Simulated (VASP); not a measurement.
# Si16N (a cell with a defect) in VASP: single point with PBEsol

Aim: the single point of Si16N (a cell with a defect) with PBEsol.

All numbers are computed with VASP 6.6.1; they aren't measurements. Logs are shortened: lines on timing, memory, paths and dates and some standing lists are left out, and cuts for length are marked.

### Step 1. The cell of the first run

The cell holds a defect, 17 atoms: a = 7.679 Å, b = 7.679 Å, c = 7.679 Å, α = 60.00°, β = 60.00°, γ = 60.00°.

### Step 2. Single point, PBEsol, collinear spin, ferromagnetic start

Input file INCAR:

```
SYSTEM = Si16N
ALGO = Normal
EDIFF = 1E-6
ENCUT = 520
GGA = PS
ISIF = 2
ISMEAR = -1
ISPIN = 2
LASPH = .TRUE.
LCHARG = .FALSE.
LORBIT = 11
LREAL = Auto
LWAVE = .FALSE.
MAGMOM = 0 0 0 0 0 0 0 0 0 0 0 0 0 0 0 0 1
NBANDS = 52
NELM = 150
PREC = Accurate
SIGMA = 0.05
```

Input file KPOINTS:

```
k-points
0
G
  2 2 2
  0 0 0
```

Input file POSCAR:

```
Si16N
1.0
    0.0000000000      5.4300000000      5.4300000000
    5.4300000000      0.0000000000      5.4300000000
    5.4300000000      5.4300000000      0.0000000000
Si N
16 1
Direct
   -0.0273043778     -0.0267665340     -0.0004207937
    0.1338989860      0.1354832937      0.0965907056
    0.0075290103      0.0086736805      0.4761887757
    0.1207528564      0.1214617078      0.6254105502
   -0.0272689329      0.5549247775     -0.0005521490
    0.1614450161      0.6058717058      0.1277554551
    0.0132931421      0.4940853963      0.4988497101
    0.1207828682      0.6332072083      0.6251065829
    0.5542734377     -0.0268433835     -0.0003328060
    0.6049317218      0.1603259752      0.1295176993
    0.4934139015      0.0127249525      0.5003788715
    0.6322904620      0.1213844398      0.6254856619
    0.5172852937      0.5153745954     -0.0499258931
    0.6047073939      0.6058085723      0.1280075653
    0.4936485703      0.4939956637      0.4990696105
    0.6415197072      0.6411698880      0.5757622140
    0.8249132434      0.8256732609      1.0243243397
```

Potentials or basis: VASP PAW PBE potentials, release 64 (Si, N).

Launch:

```console
> cat potpaw_PBE.64/Si/POTCAR potpaw_PBE.64/N/POTCAR > POTCAR
> mpirun -np 1 vasp_std > vasp.out
```

OUTCAR:

```text
SYSTEM = Si16N
   EDIFF = 1E-6
   ENCUT = 520
   GGA = PS
   ISIF = 2
   ISMEAR = -1
   ISPIN = 2
   LASPH = .TRUE.
   LORBIT = 11
   LREAL = Auto
   NELM = 150
   PREC = Accurate

 ion  position               nearest neighbor table
   1  0.973  0.973  1.000-  17 1.86   6 2.36  10 2.37   4 2.37   2 2.65
   2  0.134  0.135  0.097-   3 2.38   5 2.65   9 2.65   1 2.65
   3  0.008  0.009  0.476-   4 2.36  12 2.36   8 2.36   2 2.38
   4  0.121  0.121  0.625-  11 2.34   7 2.34   3 2.36   1 2.37
   5  0.973  0.555  0.999-  17 1.86   6 2.37   8 2.37  14 2.37   2 2.65
   6  0.161  0.606  0.128-  13 2.27   7 2.33   1 2.36   5 2.37
   7  0.013  0.494  0.499-   6 2.33   4 2.34   8 2.34  16 2.35
   8  0.121  0.633  0.625-  15 2.34   7 2.34   3 2.36   5 2.37
   9  0.554  0.973  1.000-  17 1.86  14 2.36  10 2.36  12 2.37   2 2.65
  10  0.605  0.160  0.130-  13 2.26  11 2.33   9 2.36   1 2.37
  11  0.493  0.013  0.500-  10 2.33  12 2.34   4 2.34  16 2.35
  12  0.632  0.121  0.625-  11 2.34  15 2.34   3 2.36   9 2.37
  13  0.517  0.515  0.950-  10 2.26   6 2.27  14 2.27  16 2.35
  14  0.605  0.606  0.128-  13 2.27  15 2.33   9 2.36   5 2.37
  15  0.494  0.494  0.499-  14 2.33  12 2.34   8 2.34  16 2.35
  16  0.642  0.641  0.576-  13 2.35  11 2.35  15 2.35   7 2.35
  17  0.825  0.826  0.024-   1 1.86   9 1.86   5 1.86

  LATTYP: Found a face centered cubic cell.
 ALAT       =    10.8600000000

  Lattice vectors:

 A1 = (   0.0000000000,   5.4300000000,   5.4300000000)
 A2 = (   5.4300000000,   0.0000000000,   5.4300000000)
 A3 = (   5.4300000000,   5.4300000000,   0.0000000000)

Analysis of symmetry for initial positions (statically):
=====================================================================
 Subroutine PRICEL returns:
 Original cell was already a primitive cell.

 Routine SETGRP: Setting up the symmetry group for a
 face centered cubic supercell.

 Subroutine GETGRP returns: Found  1 space group operations
 (whereof  1 operations were pure point group operations)
 out of a pool of 48 trial point group operations.

The static configuration has the point symmetry C_1 .

Analysis of symmetry for dynamics (positions and initial velocities):
=====================================================================
 Subroutine PRICEL returns:
 Original cell was already a primitive cell.

 Routine SETGRP: Setting up the symmetry group for a
 face centered cubic supercell.

 Subroutine GETGRP returns: Found  1 space group operations
 (whereof  1 operations were pure point group operations)
 out of a pool of 48 trial point group operations.

The dynamic configuration has the point symmetry C_1 .

Analysis of structural, dynamic, and magnetic symmetry:
=====================================================================
 Subroutine PRICEL returns:
 Original cell was already a primitive cell.

 Routine SETGRP: Setting up the symmetry group for a
 face centered cubic supercell.

 Subroutine GETGRP returns: Found  1 space group operations
 (whereof  1 operations were pure point group operations)
 out of a pool of 48 trial point group operations.

The overall configuration has the point symmetry C_1 .

 Subroutine INISYM returns: Found  1 space group operations
 (whereof  1 operations are pure point group operations),
 and found     1 'primitive' translations

----------------------------------------------------------------------------------------

                                     Primitive cell

  volume of cell :     320.2060

  direct lattice vectors                    reciprocal lattice vectors
     0.000000000  5.430000000  5.430000000    -0.092081031  0.092081031  0.092081031
     5.430000000  0.000000000  5.430000000     0.092081031 -0.092081031  0.092081031
     5.430000000  5.430000000  0.000000000     0.092081031  0.092081031 -0.092081031

  length of vectors
     7.679179644  7.679179644  7.679179644     0.159489025  0.159489025  0.159489025

  position of ions in fractional coordinates (direct lattice)
     0.972695622  0.973233466  0.999579206
     0.133898986  0.135483294  0.096590706
     0.007529010  0.008673681  0.476188776
     0.120752856  0.121461708  0.625410550
     0.972731067  0.554924777  0.999447851
     0.161445016  0.605871706  0.127755455
[... 9 lines left out ...]
     0.641519707  0.641169888  0.575762214
     0.824913243  0.825673261  0.024324340

  ion indices of the primitive-cell ions
   primitive index   ion index
                 1           1
                 2           2
                 3           3
                 4           4
                 5           5
                 6           6
[... 9 lines left out ...]
                16          16
                17          17

----------------------------------------------------------------------------------------

 KPOINTS: k-points

Automatic generation of k-mesh.
 Grid dimensions read from file:
 generate k-points for:    2    2    2

 Generating k-lattice:

  Cartesian coordinates                     Fractional coordinates (reciprocal lattice)
    -0.046040516  0.046040516  0.046040516     0.500000000  0.000000000  0.000000000
     0.046040516 -0.046040516  0.046040516     0.000000000  0.500000000  0.000000000
     0.046040516  0.046040516 -0.046040516     0.000000000  0.000000000  0.500000000

  Length of vectors
     0.079744512  0.079744512  0.079744512

  Shift w.r.t. Gamma in fractional coordinates (k-lattice)
     0.000000000  0.000000000  0.000000000

 Subroutine IBZKPT returns following result:
 ===========================================

 Found      8 irreducible k-points:

 Following reciprocal coordinates:
            Coordinates               Weight
  0.000000  0.000000  0.000000      1.000000
  0.500000  0.000000  0.000000      1.000000
  0.000000  0.500000  0.000000      1.000000
  0.000000  0.000000  0.500000      1.000000
  0.500000  0.500000  0.500000      1.000000
  0.500000  0.500000  0.000000      1.000000
  0.000000  0.500000  0.500000      1.000000
  0.500000  0.000000  0.500000      1.000000
   k-points           NKPTS =      8   k-points in BZ     NKDIM =      8   number of bands    NBANDS=     52
   number of dos      NEDOS =    301   number of ions     NIONS =     17
   total plane-waves  NPLWV = 216000
   dimension x,y,z NGX =    60 NGY =   60 NGZ =   60
   dimension x,y,z NGXF=   120 NGYF=  120 NGZF=  120
   ions per type =              16   1
   NGX,Y,Z   is equivalent  to a cutoff of  12.99, 12.99, 12.99 a.u.
   NGXF,Y,Z  is equivalent  to a cutoff of  25.98, 25.98, 25.98 a.u.
 SYSTEM =  Si16N
   PREC   = accura    normal or accurate (medium, high low for compatibility)
   ISTART =      0    job   : 0-new  1-cont  2-samecut
   ICHARG =      2    charge: 1-file 2-atom 10-const
   ISPIN  =      2    spin polarized calculation?
   LNONCOLLINEAR =      F non collinear calculations
   LSORBIT =      F    spin-orbit coupling
   LASPH  =      T    aspherical Exc in radial PAW
   ENCUT  =  520.0 eV  38.22 Ry    6.18 a.u.  14.28 14.28 14.28*2*pi/ulx,y,z
   NELM   =    150;   NELMIN=  2; NELMDL= -5     # of ELM steps
   EDIFF  = 0.1E-05   stopping-criterion for ELM
   LREAL  =      T    real-space projection
   EDIFFG = 0.1E-04   stopping-criterion for IOM
   NSW    =      0    number of steps for IOM
   IBRION =     -1    ionic relax: 0-MD 1-quasi-New 2-CG
   NFREE  =      0    steps in history (QN), initial steepest desc. (CG)
   ISIF   =      2    stress and relaxation
   ISYM   =      2    0-nonsym 1-usesym 2-fastsym
   POTIM  = 0.5000    time-step for ionic-motion
   TEBEG  =    0.0;   TEEND  =   0.0 temperature during run
   PSTRESS=    0.0 pullay stress
   NELECT =      69.0000    total number of electrons
   NUPDOWN=      -1.0000    fix difference up-down
   EMIN   =  10.00;   EMAX   =-10.00  energy-range for DOS
   EFERMI =   0.00;   METHOD = LEGACY
   ISMEAR =    -1;   SIGMA  =   0.05  broadening in eV -4-tet -1-fermi 0-gaus
   EFERMI_NEDOS =   21; number of points for ismear=-14 and -15
   IALGO  =     38    algorithm
   IMIX   =      4    mixing-type and parameters
     AMIX     =   0.40;   BMIX     =  1.00
     AMIX_MAG =   1.60;   BMIX_MAG =  1.00
  volume/ion in A,a.u.               =      18.84       127.11
  Fermi-wavevector in a.u.,A,eV,Ry     =   0.981480  1.854728 13.106528  0.963303
  Thomas-Fermi vector in A             =   2.112490
   LORBIT       =     11    0 simple, 1 ext, 2 COOP (PROOUT), +10 PAW based schemes
   GGA     = PS    functional components
   LHFCALC =     F    Hartree Fock is set to
   AEXX    =    0.0000 exact exchange contribution
   IVDW    =     0    specifies the selected vdW correction
   LEPSILON=     F    determine dielectric tensor
   LRPA    =     F    only Hartree local field effects (RPA)
 spin polarized calculation
  energy-cutoff  :      520.00
  volume of cell :      320.21
 maximum number of plane-waves:      8646
 NGX is ok and might be reduce to    60
   NGX = 29   NGY = 29   NGZ = 29

 number of electron      68.9999999 magnetization       0.0009987

 number of electron      68.9999999 magnetization      -0.0001242

 Free energy of the ion-electron system (eV)
  ---------------------------------------------------
  ext. energy  EPLUGINS =         0.00000000
  ---------------------------------------------------
  free energy    TOTEN  =       -96.98845490 eV

  energy without entropy =      -96.95887598  energy(sigma->0) =      -96.97366544

 E-fermi :   5.7712     XC(G=0):  -9.7101

 val. band max:        5.7264116227   @ k =   0.0000   0.5000   0.0000
 cond. band min:       6.1904723052   @ k =   0.0000   0.0000   0.0000
 fundamental gap:      0.4640606825
 Fermi energy:         5.7711741181

 spin component 1

 k-point     1 :       0.0000    0.0000    0.0000
  band No.  band energies     occupation
      1     -10.0204      1.00000
      2      -5.6469      1.00000
      3      -4.1622      1.00000
      4      -4.1616      1.00000
      5      -3.8318      1.00000
      6      -3.1019      1.00000
[... 38 lines left out ...]
     45       7.7232      0.00000
     46       8.4702      0.00000
[... 301 lines left out ...]
      5      -4.2278      1.00000
      6      -3.7877      1.00000
[... 38 lines left out ...]
     45       9.9573      0.00000
     46      10.1927      0.00000
 Fermi energy:         5.7711741181

 spin component 2

 k-point     1 :       0.0000    0.0000    0.0000
  band No.  band energies     occupation
      1     -10.0204      1.00000
      2      -5.6469      1.00000
      3      -4.1623      1.00000
      4      -4.1617      1.00000
      5      -3.8319      1.00000
      6      -3.1019      1.00000
[... 38 lines left out ...]
     45       7.7232      0.00000
     46       8.4702      0.00000
[... 301 lines left out ...]
      5      -4.2278      1.00000
      6      -3.7877      1.00000
[... 38 lines left out ...]
     45       9.9573      0.00000
     46      10.1927      0.00000
 [bands above 46 left out]

------------------------ aborting loop because EDIFF is reached ----------------------------------------

  FORCE on cell =-STRESS in cart. coord.  units (eV):
  Direction    XX          YY          ZZ          XY          YZ          ZX
  --------------------------------------------------------------------------------------
  -------------------------------------------------------------------------------------
  Total        2.7774868      2.7846796      2.7822005     -0.2838064      0.2097073      0.2904813
  in kB       13.8973852     13.9333750     13.9209708     -1.4200489      1.0492880      1.4534474
  external PRESSURE =      13.9172437 kB  Pullay stress =       0.0000000 kB

 VOLUME and BASIS-vectors are now :
 -----------------------------------------------------------------------------
  energy-cutoff  :      520.00
  volume of cell :      320.21
      direct lattice vectors                 reciprocal lattice vectors
     0.000000000  5.430000000  5.430000000    -0.092081031  0.092081031  0.092081031
     5.430000000  0.000000000  5.430000000     0.092081031 -0.092081031  0.092081031
     5.430000000  5.430000000  0.000000000     0.092081031  0.092081031 -0.092081031

 POSITION                                       TOTAL-FORCE (eV/Angst)
 -----------------------------------------------------------------------------------
     10.71237     10.70945     10.56639         0.010128      0.015035      0.000032
      1.26016      1.25156      1.46275         0.003432      0.009698     -0.011494
      2.63280      2.62659      0.08798        -0.022036     -0.003718      0.003253
      4.05552      4.05167      1.31523        -0.005146     -0.006889     -0.027997
      8.44024     10.70893      8.29517         0.014179      0.004956     -0.006289
      3.98360      1.57036      4.16653        -0.046343      0.046274      0.027287
[... 9 lines left out ...]
      6.60794      6.60984      6.96500        -0.001603      0.004155     -0.003483
      4.61549      4.61136      8.96268        -0.008503      0.004804     -0.003703
 -----------------------------------------------------------------------------------
    total drift:                               -0.012638     -0.008784      0.011120

  FREE ENERGIE OF THE ION-ELECTRON SYSTEM (eV)
  ---------------------------------------------------
  free  energy   TOTEN  =       -96.9884548966 eV

  energy  without entropy=      -96.9588759806  energy(sigma->0) =      -96.97366544

 total charge

# of ion       s       p       d       tot
------------------------------------------
    1        0.737   0.909   0.000   1.646
    2        0.843   0.735   0.000   1.577
    3        0.749   0.938   0.000   1.686
    4        0.750   0.942   0.000   1.692
    5        0.737   0.908   0.000   1.645
    6        0.778   0.915   0.000   1.693
[... 9 lines left out ...]
   16        0.746   0.942   0.000   1.688
   17        1.287   2.436   0.000   3.723
--------------------------------------------------
tot         13.399  17.207   0.000  30.607

 magnetization (x)

# of ion       s       p       d       tot
------------------------------------------
    1       -0.000  -0.000   0.000  -0.000
    2       -0.000   0.000   0.000   0.000
    3        0.000   0.000   0.000   0.000
    4        0.000  -0.000   0.000  -0.000
    5       -0.000  -0.000   0.000  -0.000
    6        0.000  -0.000   0.000  -0.000
[... 9 lines left out ...]
   16        0.000  -0.000   0.000   0.000
   17       -0.000  -0.000   0.000  -0.000
--------------------------------------------------
tot         -0.000  -0.000   0.000  -0.000
```

Wall time 8 min (1 thread of Oxide Virtual Turin-like, shared host); peak memory 0.67 GiB.

Results:

- Free energy: -96.9885 eV
- Pressure: 1.4 GPa
- Largest force: 0.086 eV/Å
- Net moment: 0.00 μB per cell
- Valence electrons inside the program's atomic spheres: Si 1.65, 1.58, 1.69, 1.70, 1.76 (each value once); N 3.72

Forces on the atoms (eV/Å):
```
Si   0.010  0.015  0.000
Si   0.003  0.010 -0.011
Si  -0.022 -0.004  0.003
Si  -0.005 -0.007 -0.028
Si   0.014  0.005 -0.006
Si  -0.046  0.046  0.027
Si  -0.006 -0.015  0.027
Si   0.018 -0.008  0.007
Si   0.009 -0.001 -0.014
Si   0.039 -0.039  0.043
Si  -0.017 -0.016  0.014
Si  -0.005  0.028  0.007
Si   0.074  0.031 -0.032
Si  -0.051 -0.027 -0.045
Si  -0.006 -0.028  0.015
Si  -0.002  0.004 -0.003
N   -0.009  0.005 -0.004
```

Levels at points of the mesh, in eV from the Fermi level:
Spin up:
| k point | band 31 | band 32 | band 33 | band 34 | band 35 | band 36 | band 37 | band 38 | band 39 | band 40 |
| --- | --- | --- | --- | --- | --- | --- | --- | --- | --- | --- |
| (0.00, 0.00, 0.00) | -0.78 | -0.13 | -0.13 | 0.42 | 0.59 | 0.60 | 1.03 | 1.03 | 1.08 | 1.09 |
| (0.50, 0.00, 0.00) | -1.24 | -0.65 | -0.52 | -0.45 | -0.05 | 1.47 | 1.56 | 1.60 | 1.80 | 1.86 |
| (0.00, 0.50, 0.00) | -1.24 | -0.65 | -0.52 | -0.44 | -0.04 | 1.48 | 1.56 | 1.59 | 1.80 | 1.86 |
| (0.00, 0.00, 0.50) | -0.79 | -0.79 | -0.51 | -0.51 | 0.77 | 0.77 | 1.50 | 1.53 | 1.54 | 1.80 |
| (0.50, 0.50, 0.50) | -1.24 | -0.65 | -0.52 | -0.45 | -0.05 | 1.47 | 1.56 | 1.60 | 1.80 | 1.86 |
| (0.50, 0.50, 0.00) | -1.28 | -1.09 | -0.97 | -0.67 | -0.28 | 1.33 | 1.42 | 1.59 | 2.47 | 2.66 |
| (0.00, 0.50, 0.50) | -1.28 | -1.09 | -0.97 | -0.67 | -0.28 | 1.33 | 1.41 | 1.59 | 2.47 | 2.65 |
| (0.50, 0.00, 0.50) | -1.28 | -1.09 | -0.97 | -0.67 | -0.28 | 1.33 | 1.42 | 1.59 | 2.47 | 2.66 |
Spin down:
```
           k point  band 32  band 33  band 34  band 35  band 36  band 37  band 38  band 39
(0.00, 0.00, 0.00)    -0.13    -0.13     0.42     0.59     0.60     1.03     1.03     1.08
(0.50, 0.00, 0.00)    -0.65    -0.52    -0.45    -0.05     1.47     1.56     1.60     1.80
(0.00, 0.50, 0.00)    -0.65    -0.52    -0.44    -0.04     1.48     1.56     1.59     1.80
(0.00, 0.00, 0.50)    -0.79    -0.51    -0.51     0.77     0.77     1.50     1.53     1.54
(0.50, 0.50, 0.50)    -0.65    -0.52    -0.45    -0.05     1.47     1.56     1.60     1.80
(0.50, 0.50, 0.00)    -1.09    -0.97    -0.67    -0.28     1.33     1.42     1.59     2.47
(0.00, 0.50, 0.50)    -1.09    -0.97    -0.67    -0.28     1.33     1.41     1.59     2.47
(0.50, 0.00, 0.50)    -1.09    -0.97    -0.67    -0.28     1.33     1.42     1.59     2.47
```

Caveat: the k points lie up to 0.50 Å⁻¹ apart; the PAW data sets were made with another functional, which shifts forces and pressure a little.
